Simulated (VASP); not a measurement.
A run of VASP 6.6.1:

File INCAR:

```
SYSTEM = BeTe
PREC     = Accurate       ! precision mode
ENCUT    = 600            ! plane-wave cutoff, eV
EDIFF    = 1E-7           ! SCF threshold, eV
ISMEAR   = 0              ! smearing method
SIGMA    = 0.01           ! smearing width, eV
LREAL    = .False.        ! projectors in reciprocal space
LASPH    = .True.         ! aspherical terms in the spheres
NELM     = 120            ! most SCF steps
ALGO     = Normal         ! electronic algorithm
ISIF     = 3              ! what is computed and relaxed
LWAVE    = .False.        ! write WAVECAR
LCHARG   = .False.        ! write CHGCAR
GGA      = PE             ! functional
IBRION   = 2              ! ionic algorithm
NSW      = 50             ! ionic steps
EDIFFG   = -0.02          ! ionic threshold
GGA_COMPAT= .False.      
NELMIN   = 4
```

The input KPOINTS:

```
Automatic mesh
0
Gamma
  6 6 6
  0 0 0
```

The input POSCAR:

```
BeTe
1.0
    0.0000000000      2.7700000000      2.7700000000
    2.7700000000      0.0000000000      2.7700000000
    2.7700000000      2.7700000000      0.0000000000
Be Te
1 1
Direct
    0.0000000000      0.0000000000      0.0000000000
    0.2500000000      0.2500000000      0.2500000000
```

Potentials or basis: VASP PAW PBE potentials, release 64 (Be, Te).

Run with:

```console
$ cat potpaw_PBE.64/Be/POTCAR potpaw_PBE.64/Te/POTCAR > POTCAR
$ mpirun -np 1 vasp_std > vasp.out
```

Hardware: 1 thread of Intel Xeon 8259CL, with other jobs on the host.

Problem. Estimate the wall time of this run.

Solution. Wall time 39 s on 1 thread of Intel Xeon 8259CL (shared host), peak memory 0.19 GiB. Counts: scf iterations 29, k points 16, ion steps 3.
